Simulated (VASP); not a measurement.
# Zn4Si3GeP8 (P1) in VASP: single point with HSE06

Aim: the single point of Zn4Si3GeP8 with HSE06.

Program: VASP 6.6.1. These are calculated values, not measurements. Logs are shortened: lines on timing, memory, paths and dates and some standing lists are left out, and cuts for length are marked.

## Step 1: The cell of the first run

The typed cell holds 64 atoms: a = 10.743 Å, b = 10.742 Å, c = 10.508 Å, α = 90.00°, β = 90.00°, γ = 90.00°.

## Step 2: Single point, HSE06

POSCAR reads:

```
Zn4Si3GeP8
1.0
   10.7428920000     -0.0000610000     -0.0000180000
   -0.0000610000     10.7417310000     -0.0000180000
   -0.0000180000     -0.0000180000     10.5081870000
Zn Ge Si P
16 4 12 32
Direct
    0.9993730000      0.0002040000      0.0004610000
    0.0010520000      0.5005480000      0.9983050000
    0.5001200000      0.9998640000      0.0019460000
    0.4984080000      0.5006250000      0.0006300000
    0.0012180000      0.2495170000      0.2491620000
    0.0006880000      0.7491770000      0.2490150000
    0.4986090000      0.2480850000      0.2487300000
    0.5001770000      0.7515280000      0.2484030000
    0.2505740000      0.9983780000      0.7515940000
    0.2494870000      0.5010550000      0.7519150000
    0.7501800000      0.9991350000      0.7512380000
    0.7526700000      0.4994700000      0.7518760000
    0.2486440000      0.2498670000      0.4980070000
    0.2501760000      0.7502890000      0.5002970000
    0.7508840000      0.2496420000      0.5003340000
    0.7491540000      0.7512420000      0.5018810000
    0.0014730000      0.0007340000      0.4995610000
    0.4999480000      0.5014240000      0.4994790000
    0.7520810000      0.5006860000      0.2488250000
    0.5003050000      0.2501280000      0.7504830000
    0.0018080000      0.5009710000      0.5008640000
    0.5006620000      0.9993810000      0.4984520000
    0.2510420000      0.9997010000      0.2484010000
    0.2494140000      0.5007880000      0.2483400000
    0.7498250000      0.0003000000      0.2485430000
    0.2496970000      0.2495500000      0.0005550000
    0.2502640000      0.7504340000      0.9991430000
    0.7519460000      0.2496690000      0.9994060000
    0.7502610000      0.7513310000      0.9985750000
    0.0011550000      0.2512530000      0.7503780000
    0.0003360000      0.7500320000      0.7503880000
    0.5007200000      0.7516920000      0.7506360000
    0.1323480000      0.1243510000      0.1249840000
    0.1320650000      0.6248400000      0.1229980000
    0.6328040000      0.1251730000      0.1238500000
    0.6296070000      0.6281480000      0.1210560000
    0.1219780000      0.1275090000      0.6288930000
    0.1185030000      0.6254130000      0.6258800000
    0.6207140000      0.1211760000      0.6216260000
    0.6212090000      0.6271080000      0.6298150000
    0.3670270000      0.3743890000      0.1247490000
    0.3674410000      0.8746390000      0.1237650000
    0.8725760000      0.3722360000      0.1203530000
    0.8675470000      0.8742890000      0.1247330000
    0.3741220000      0.1167320000      0.3744000000
    0.3720320000      0.6213980000      0.3700200000
    0.8724050000      0.1203180000      0.3707400000
    0.8778160000      0.6217190000      0.3794190000
    0.1243940000      0.3831710000      0.3736700000
    0.1280860000      0.8790360000      0.3707820000
    0.6247190000      0.3757670000      0.3735850000
    0.6254090000      0.8818080000      0.3737920000
    0.1255810000      0.3675450000      0.8753270000
    0.1240190000      0.8674820000      0.8752320000
    0.6279560000      0.3710880000      0.8791180000
    0.6242940000      0.8690700000      0.8756470000
    0.3749610000      0.3751750000      0.6242920000
    0.3828380000      0.8750150000      0.6244490000
    0.8832330000      0.3748630000      0.6244630000
    0.8801900000      0.8729880000      0.6281180000
    0.3728170000      0.1286030000      0.8789160000
    0.3750760000      0.6331990000      0.8744210000
    0.8754860000      0.1321200000      0.8736630000
    0.8758860000      0.6329920000      0.8753860000
```

INCAR.step1 reads:

```
ALGO = Normal ; EDIFF = 1E-5
ENCUT = 520 ; GGA = PE
ISIF = 2 ; ISMEAR = -1
LASPH = T ; LCHARG = F
LREAL = Auto ; LUSENCCL = F
LWAVE = T ; NBANDS = 266
NELM = 80 ; PREC = Accurate
SIGMA = 0.05
```

INCAR.step2 reads:

```
ALGO = Normal ; EDIFF = 1E-6
ENCUT = 520 ; GGA = PE
HFSCREEN = 0.2079 ; ISIF = 2
ISMEAR = -1 ; ISTART = 1
LASPH = T ; LCHARG = F
LHFCALC = T ; LREAL = Auto
LUSENCCL = F ; LWAVE = F
NBANDS = 266 ; NELM = 80
PREC = Accurate ; PRECFOCK = Fast
SIGMA = 0.05
```

KPOINTS reads:

```
k-points
0
Gamma
  1 1 1
```

Potentials or basis: VASP PAW PBE potentials, release 64 (Zn, Ge_d, Si, P).

On the command line:

```bash
cat potpaw_PBE.64/Zn/POTCAR potpaw_PBE.64/Ge_d/POTCAR potpaw_PBE.64/Si/POTCAR potpaw_PBE.64/P/POTCAR > POTCAR
cp INCAR.step1 INCAR
mpirun -np 1 vasp_gam > vasp.out
cp INCAR.step2 INCAR
mpirun -np 1 vasp_gam > vasp.out
```

OUTCAR:

```text
EDIFF = 1E-6
   ENCUT = 520
   GGA = PE
   HFSCREEN = 0.2079
   ISIF = 2
   ISMEAR = -1
   ISTART = 1
   LASPH = T
   LHFCALC = T
   LREAL = Auto
   NELM = 80
   PREC = Accurate
   PRECFOCK = Fast

 ion  position               nearest neighbor table
   1  0.999  0.000  0.000-  33 2.35  44 2.35  63 2.36  54 2.36
   2  0.001  0.501  0.998-  43 2.33  34 2.34  64 2.35  53 2.35
   3  0.500  1.000  0.002-  61 2.34  42 2.34  35 2.34  56 2.35
   4  0.498  0.501  0.001-  36 2.34  55 2.35  41 2.35  62 2.35
   5  0.001  0.250  0.249-  47 2.34  43 2.34  33 2.34  49 2.35
   6  0.001  0.749  0.249-  50 2.34  48 2.34  34 2.35  44 2.36
[... 56 lines left out ...]
  63  0.875  0.132  0.874-  28 2.26  30 2.27  11 2.35   1 2.36
  64  0.876  0.633  0.875-  31 2.26  29 2.26  12 2.34   2 2.35

  LATTYP: Found a simple orthorhombic cell.
 ALAT       =    10.5081870000
 B/A-ratio  =     1.0222249566
 C/A-ratio  =     1.0223354419

  Lattice vectors:

 A1 = (  -0.0000180000,  -0.0000180000,  10.5081870000)
 A2 = (   0.0000610000, -10.7417310000,   0.0000180000)
 A3 = (  10.7428920000,  -0.0000610000,  -0.0000180000)

Analysis of symmetry for initial positions (statically):
=====================================================================
 Subroutine PRICEL returns:
 Original cell was already a primitive cell.

 Routine SETGRP: Setting up the symmetry group for a
 simple orthorhombic supercell.

 Subroutine GETGRP returns: Found  1 space group operations
 (whereof  1 operations were pure point group operations)
 out of a pool of  8 trial point group operations.

The static configuration has the point symmetry C_1 .

Analysis of symmetry for dynamics (positions and initial velocities):
=====================================================================
 Subroutine PRICEL returns:
 Original cell was already a primitive cell.

 Routine SETGRP: Setting up the symmetry group for a
 simple orthorhombic supercell.

 Subroutine GETGRP returns: Found  1 space group operations
 (whereof  1 operations were pure point group operations)
 out of a pool of  8 trial point group operations.

The dynamic configuration has the point symmetry C_1 .

 Subroutine INISYM returns: Found  1 space group operations
 (whereof  1 operations are pure point group operations),
 and found     1 'primitive' translations

----------------------------------------------------------------------------------------

                                     Primitive cell

  volume of cell :    1212.6159

  direct lattice vectors                    reciprocal lattice vectors
    10.742892000 -0.000061000 -0.000018000     0.093084804  0.000000529  0.000000159
    -0.000061000 10.741731000 -0.000018000     0.000000529  0.093094865  0.000000159
    -0.000018000 -0.000018000 10.508187000     0.000000159  0.000000159  0.095163895

  length of vectors
    10.742892000 10.741731000 10.508187000     0.093084804  0.093094865  0.095163895

  position of ions in fractional coordinates (direct lattice)
     0.999373000  0.000204000  0.000461000
     0.001052000  0.500548000  0.998305000
     0.500120000  0.999864000  0.001946000
     0.498408000  0.500625000  0.000630000
     0.001218000  0.249517000  0.249162000
     0.000688000  0.749177000  0.249015000
[... 56 lines left out ...]
     0.875486000  0.132120000  0.873663000
     0.875886000  0.632992000  0.875386000

  ion indices of the primitive-cell ions
   primitive index   ion index
                 1           1
                 2           2
                 3           3
                 4           4
                 5           5
                 6           6
[... 56 lines left out ...]
                63          63
                64          64

----------------------------------------------------------------------------------------

 KPOINTS: k-points

Automatic generation of k-mesh.
 Grid dimensions read from file:
 generate k-points for:    1    1    1

 Generating k-lattice:

  Cartesian coordinates                     Fractional coordinates (reciprocal lattice)
     0.093084804  0.000000529  0.000000159     1.000000000 -0.000000000 -0.000000000
     0.000000529  0.093094865  0.000000159    -0.000000000  1.000000000 -0.000000000
     0.000000159  0.000000159  0.095163895     0.000000000  0.000000000  1.000000000

  Length of vectors
     0.093084804  0.093094865  0.095163895

  Shift w.r.t. Gamma in fractional coordinates (k-lattice)
     0.000000000  0.000000000  0.000000000

 Subroutine IBZKPT returns following result:
 ===========================================

 Found      1 irreducible k-points:

 Following reciprocal coordinates:
            Coordinates               Weight
  0.000000  0.000000  0.000000      1.000000
   k-points           NKPTS =      1   k-points in BZ     NKDIM =      1   number of bands    NBANDS=    266
   number of dos      NEDOS =    301   number of ions     NIONS =     64
   total plane-waves  NPLWV = 512000
   dimension x,y,z NGX =    80 NGY =   80 NGZ =   80
   dimension x,y,z NGXF=   160 NGYF=  160 NGZF=  160
   ions per type =              16   4  12  32
   NGX,Y,Z   is equivalent  to a cutoff of  12.38, 12.38, 12.66 a.u.
   NGXF,Y,Z  is equivalent  to a cutoff of  24.76, 24.76, 25.31 a.u.
 SYSTEM =  unknown system
   PREC   = accura    normal or accurate (medium, high low for compatibility)
   ISTART =      1    job   : 0-new  1-cont  2-samecut
   ICHARG =      0    charge: 1-file 2-atom 10-const
   ISPIN  =      1    spin polarized calculation?
   LNONCOLLINEAR =      F non collinear calculations
   LSORBIT =      F    spin-orbit coupling
   LASPH  =      T    aspherical Exc in radial PAW
   ENCUT  =  520.0 eV  38.22 Ry    6.18 a.u.  19.97 19.97 19.54*2*pi/ulx,y,z
   NELM   =     80;   NELMIN=  2; NELMDL=  0     # of ELM steps
   EDIFF  = 0.1E-05   stopping-criterion for ELM
   LREAL  =      T    real-space projection
   EDIFFG = 0.1E-04   stopping-criterion for IOM
   NSW    =      0    number of steps for IOM
   IBRION =     -1    ionic relax: 0-MD 1-quasi-New 2-CG
   NFREE  =      0    steps in history (QN), initial steepest desc. (CG)
   ISIF   =      2    stress and relaxation
   ISYM   =      3    0-nonsym 1-usesym 2-fastsym
   POTIM  = 0.5000    time-step for ionic-motion
   TEBEG  =    0.0;   TEEND  =   0.0 temperature during run
   PSTRESS=    0.0 pullay stress
   NELECT =     456.0000    total number of electrons
   NUPDOWN=      -1.0000    fix difference up-down
   EMIN   =  10.00;   EMAX   =-10.00  energy-range for DOS
   EFERMI =   0.00;   METHOD = LEGACY
   ISMEAR =    -1;   SIGMA  =   0.05  broadening in eV -4-tet -1-fermi 0-gaus
   EFERMI_NEDOS =   21; number of points for ismear=-14 and -15
   IALGO  =     38    algorithm
   IMIX   =      1    mixing-type and parameters
     AMIX     =   0.40;   BMIX     =  1.00
     AMIX_MAG =   1.60;   BMIX_MAG =  1.00
  volume/ion in A,a.u.               =      18.95       127.86
  Fermi-wavevector in a.u.,A,eV,Ry     =   1.181650  2.232994 18.997755  1.396296
  Thomas-Fermi vector in A             =   2.317919
   LORBIT       =      0    0 simple, 1 ext, 2 COOP (PROOUT), +10 PAW based schemes
   GGA     = PE    functional components
   LHFCALC =     T    Hartree Fock is set to
   PRECFOCK=fast      Normal, Fast or Accurate (Low or Medium for compatibility)
   ENCUT4O =  -1.0   cutoff for four orbital integrals eV
   NKREDX  =     1    reduce k-point grid by
   NKREDY  =     1    reduce k-point grid by
   NKREDZ  =     1    reduce k-point grid by
   AEXX    =    0.2500 exact exchange contribution
   HFSCREEN=    0.2079 screening length (either q_TF or 0.3 A-1)
   HFSCREENC=   0.2079 screening length for correlation (either q_TF or 0.3 A-1)
   ENCUTFOCK=  -1.0 apply spherical cutoff to Coloumb kernel
   IVDW    =     0    specifies the selected vdW correction
   LEPSILON=     F    determine dielectric tensor
   LRPA    =     F    only Hartree local field effects (RPA)
 non-spin polarized calculation
  energy-cutoff  :      520.00
  volume of cell :     1212.62
 maximum number of plane-waves:     16314
 NGX is ok and might be reduce to    80
  NGX = 40; NGY = 40; NGZ = 40

 number of electron     456.0000191 magnetization

 Free energy of the ion-electron system (eV)
  ---------------------------------------------------
  ext. energy  EPLUGINS =         0.00000000
  ---------------------------------------------------
  free energy    TOTEN  =      -341.45180694 eV

  energy without entropy =     -341.45180692  energy(sigma->0) =     -341.45180693

 E-fermi :   5.2307     XC(G=0):  -8.1734

 val. band max:        4.2381776585   @ k =   0.0000   0.0000   0.0000
 cond. band min:       6.2165868737   @ k =   0.0000   0.0000   0.0000
 fundamental gap:      1.9784092152
 Fermi energy:         5.2306559506

 k-point     1 :       0.0000    0.0000    0.0000
  band No.  band energies     occupation
      1     -23.5857      2.00000
      2     -23.5850      2.00000
      3     -23.5849      2.00000
      4     -23.5806      2.00000
      5     -23.5803      2.00000
      6     -23.5791      2.00000
[... 232 lines left out ...]
    239       6.9702      0.00000
    240       6.9903      0.00000
 [bands above 240 left out]

------------------------ aborting loop because EDIFF is reached ----------------------------------------

  FORCE on cell =-STRESS in cart. coord.  units (eV):
  Direction    XX          YY          ZZ          XY          YZ          ZX
  --------------------------------------------------------------------------------------
  -------------------------------------------------------------------------------------
  Total       17.1466701     17.2460131     12.9109046      0.6922981      0.7032592      0.6937790
  in kB       22.6551582     22.7864159     17.0586233      0.9147037      0.9291862      0.9166603
  external PRESSURE =      20.8333991 kB  Pullay stress =       0.0000000 kB

 VOLUME and BASIS-vectors are now :
 -----------------------------------------------------------------------------
  energy-cutoff  :      520.00
  volume of cell :     1212.62
      direct lattice vectors                 reciprocal lattice vectors
    10.742892000 -0.000061000 -0.000018000     0.093084804  0.000000529  0.000000159
    -0.000061000 10.741731000 -0.000018000     0.000000529  0.093094865  0.000000159
    -0.000018000 -0.000018000 10.508187000     0.000000159  0.000000159  0.095163895

 POSITION                                       TOTAL-FORCE (eV/Angst)
 -----------------------------------------------------------------------------------
     10.73616      0.00213      0.00483         0.005665     -0.017513     -0.029671
      0.01125      5.37673     10.49037         0.008301     -0.012893     -0.028497
      5.37267     10.74024      0.02042         0.009336     -0.019000     -0.026696
      5.35431      5.37755      0.00660        -0.007354     -0.005666     -0.030044
      0.01307      2.68024      2.61824        -0.019095      0.004358     -0.026377
      0.00734      8.04745      2.61668        -0.007883      0.007187     -0.047389
[... 56 lines left out ...]
      9.40523      1.41913      9.18060         0.012619      0.541241      0.015595
      9.40949      6.79936      9.19869         0.001659      0.532965      0.009231
 -----------------------------------------------------------------------------------
    total drift:                               -0.004568     -0.003233     -0.019728

  FREE ENERGIE OF THE ION-ELECTRON SYSTEM (eV)
  ---------------------------------------------------
  free  energy   TOTEN  =      -341.4518069360 eV

  energy  without entropy=     -341.4518069236  energy(sigma->0) =     -341.45180693
```

Wall time 6 min (1 × NVIDIA H100 80GB with 1 thread of Intel Xeon Platinum 8481C at 2.70GHz (Sapphire Rapids), shared host); peak memory 1.8 GiB.

Results:

- Free energy: -341.4518 eV
- Pressure: 2.1 GPa
- Largest force: 0.557 eV/Å
- Band gap on the k mesh: 1.98 eV

Forces on the atoms (eV/Å):
```
Zn   0.006 -0.018 -0.030
Zn   0.008 -0.013 -0.028
Zn   0.009 -0.019 -0.027
Zn  -0.007 -0.006 -0.030
Zn  -0.019  0.004 -0.026
Zn  -0.008  0.007 -0.047
Zn  -0.021 -0.009 -0.040
Zn  -0.017  0.004 -0.022
Zn  -0.016 -0.011 -0.019
Zn  -0.020  0.009 -0.026
Zn  -0.014  0.009 -0.022
Zn   0.004  0.010 -0.028
Zn  -0.004 -0.015 -0.048
Zn   0.003 -0.020 -0.019
Zn   0.005 -0.018 -0.025
Zn   0.005 -0.007 -0.029
Ge  -0.092 -0.058 -0.014
Ge  -0.101 -0.062 -0.019
Ge  -0.058 -0.092 -0.021
Ge  -0.061 -0.099 -0.019
Si  -0.074 -0.051 -0.009
Si  -0.079 -0.064 -0.025
Si  -0.052 -0.088 -0.009
Si  -0.074 -0.076 -0.032
Si  -0.061 -0.077 -0.030
Si  -0.074 -0.050 -0.014
Si  -0.086 -0.053 -0.007
Si  -0.061 -0.066 -0.010
Si  -0.080 -0.053 -0.001
Si  -0.043 -0.076  0.001
Si  -0.054 -0.071 -0.007
Si  -0.050 -0.071  0.008
P    0.521  0.016  0.008
P    0.543  0.024  0.010
P    0.551  0.027  0.009
P    0.553  0.061  0.006
P   -0.488  0.050 -0.014
P   -0.468  0.050  0.026
P   -0.440  0.072  0.038
P   -0.487  0.034 -0.008
P   -0.472  0.056  0.018
P   -0.477  0.051  0.023
P   -0.440  0.050  0.044
P   -0.471  0.052  0.030
P    0.063 -0.468  0.028
P    0.062 -0.430  0.038
P    0.065 -0.429  0.036
P    0.032 -0.493 -0.009
P    0.031  0.537  0.014
P    0.057  0.538  0.003
P    0.057  0.547  0.054
P    0.023  0.525  0.013
P    0.045 -0.484  0.033
P    0.077 -0.456  0.027
P    0.029 -0.486 -0.015
P    0.046 -0.477  0.024
P    0.549  0.050  0.060
P    0.521  0.019  0.011
P    0.528  0.023  0.017
P    0.531  0.003  0.053
P    0.001  0.532  0.058
P    0.027  0.532  0.017
P    0.013  0.541  0.016
P    0.002  0.533  0.009
```

Stress tensor (GPa, compression positive):
```
2.27 0.09 0.09
0.09 2.28 0.09
0.09 0.09 1.71
```

Caveat: the k points lie up to 0.60 Å⁻¹ apart; the PAW data sets were made with another functional, which shifts forces and pressure a little. A k mesh can miss the band edges.
